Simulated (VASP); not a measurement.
A run of VASP 6.6.1 is set up as follows.

The input INCAR:

```
  ALGO = Normal
  EDIFF = 1E-6
  ENCUT = 520
  GGA = PE
  ISIF = 2
  ISMEAR = -1
  LASPH = True
  LCHARG = True
  LELF = True
  LREAL = False
  LVHAR = True
  LWAVE = False
  NBANDS = 9
  NELM = 100
  PREC = Accurate
  SIGMA = 0.05
```

Contents of KPOINTS:

```
k-points
0
Gamma
  14 14 14
```

Contents of POSCAR:

```
Te
1.0
   -1.8461968465      1.8461968465      1.8461968465
    1.8461968465     -1.8461968465      1.8461968465
    1.8461968465      1.8461968465     -1.8461968465
Te
1
Direct
    0.0000000000      0.0000000000      0.0000000000
```

Potentials or basis: VASP PAW PBE potentials, release 64 (Te).

Run with:

```bash
$ cat potpaw_PBE.64/Te/POTCAR > POTCAR
$ mpirun -np 1 vasp_std > vasp.out
```

(1) Predict the pressure.

(2) Predict the band gap on the k mesh.

Results:

(1) 9.4 GPa.

(2) zero (bands 3 and 4 overlap by 7.09 eV).

Caveat: the cell stands under pressure; spin-orbit coupling is left out, which moves the levels of the heavy elements.
